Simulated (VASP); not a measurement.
Set up this calculation in VASP 6.6.1, as the native input.

| Quantity | Value |
| --- | --- |
| Task | single point |
| Functional | r2SCAN |
| Potentials or basis | VASP PAW PBE potentials, release 64 (Pt, W_sv) |
| Cutoff | 520 eV |
| k mesh | 4 × 4 × 4 |
| Occupations | gaussian, width 0.1 eV |
| Spin | no spin polarisation |
| Dipole correction | no |
| Further INCAR settings | ALGO = Normal; EDIFF = 1e-07; NBANDS = 34 |

The system is PtW3.

```
CELL_PARAMETERS angstrom
3.95403 0.00000 0.00000
0.00000 3.95403 0.00000
0.00000 0.00000 3.95403
ATOMIC_POSITIONS crystal
Pt 0.00000 0.00000 0.00000
W 0.00000 0.50000 0.50000
W 0.50000 0.00000 0.50000
W 0.50000 0.50000 0.00000
```

The input as run:

POSCAR

```
PtW3
1.0
    3.9540306197      0.0000000000      0.0000000000
    0.0000000000      3.9540306197      0.0000000000
    0.0000000000      0.0000000000      3.9540306197
Pt W
1 3
Direct
    0.0000000000      0.0000000000      0.0000000000
    0.0000000000      0.5000000000      0.5000000000
    0.5000000000      0.0000000000      0.5000000000
    0.5000000000      0.5000000000      0.0000000000
```

INCAR.step1

```
SYSTEM = PtW3
ALGO     = Normal         ! electronic algorithm
EDIFF    = 1E-4           ! SCF threshold, eV
ENCUT    = 520            ! plane-wave cutoff, eV
GGA      = PE             ! functional
ISMEAR   = 0              ! smearing method
LASPH    = .TRUE.         ! aspherical terms in the spheres
LCHARG   = .FALSE.        ! write CHGCAR
LREAL    = .FALSE.        ! projectors in reciprocal space
LWAVE    = .TRUE.         ! write WAVECAR
NBANDS   = 34             ! bands
NELM     = 80             ! most SCF steps
PREC     = Accurate       ! precision mode
SIGMA    = 0.1            ! smearing width, eV
```

INCAR.step2

```
SYSTEM = PtW3
ALGO     = Normal         ! electronic algorithm
EDIFF    = 1E-7           ! SCF threshold, eV
ENCUT    = 520            ! plane-wave cutoff, eV
ISIF     = 2              ! what is computed and relaxed
ISMEAR   = 0              ! smearing method
ISTART   = 1            
LASPH    = .TRUE.         ! aspherical terms in the spheres
LCHARG   = .FALSE.        ! write CHGCAR
LMIXTAU  = .TRUE.       
LREAL    = .FALSE.        ! projectors in reciprocal space
LWAVE    = .FALSE.        ! write WAVECAR
METAGGA  = R2SCAN         ! meta-GGA
NBANDS   = 34             ! bands
NELM     = 80             ! most SCF steps
PREC     = Accurate       ! precision mode
SIGMA    = 0.1            ! smearing width, eV
```

KPOINTS

```
k-points
0
G
  4 4 4
  0 0 0
```

Potentials or basis: VASP PAW PBE potentials, release 64 (Pt, W_sv).

Launch:

```console
$ cat potpaw_PBE.64/Pt/POTCAR potpaw_PBE.64/W_sv/POTCAR > POTCAR
$ cp INCAR.step1 INCAR
$ mpirun -np 1 vasp_std > vasp.out
$ cp INCAR.step2 INCAR
$ mpirun -np 1 vasp_std > vasp.out
```

It gave:

The pressure is 3.5 GPa and the band gap on the k mesh is zero (bands 26 and 27 overlap by 3.49 eV).

Caveat: the k points lie up to 0.40 Å⁻¹ apart, too coarse for converged energies and pressures of a metal; the PAW data sets were made with another functional, which shifts forces and pressure a little; spin-orbit coupling is left out, which moves the levels of the heavy elements.

It took 82 s on 1 thread of AMD EPYC 7R13 (shared host), peak memory 0.15 GiB.
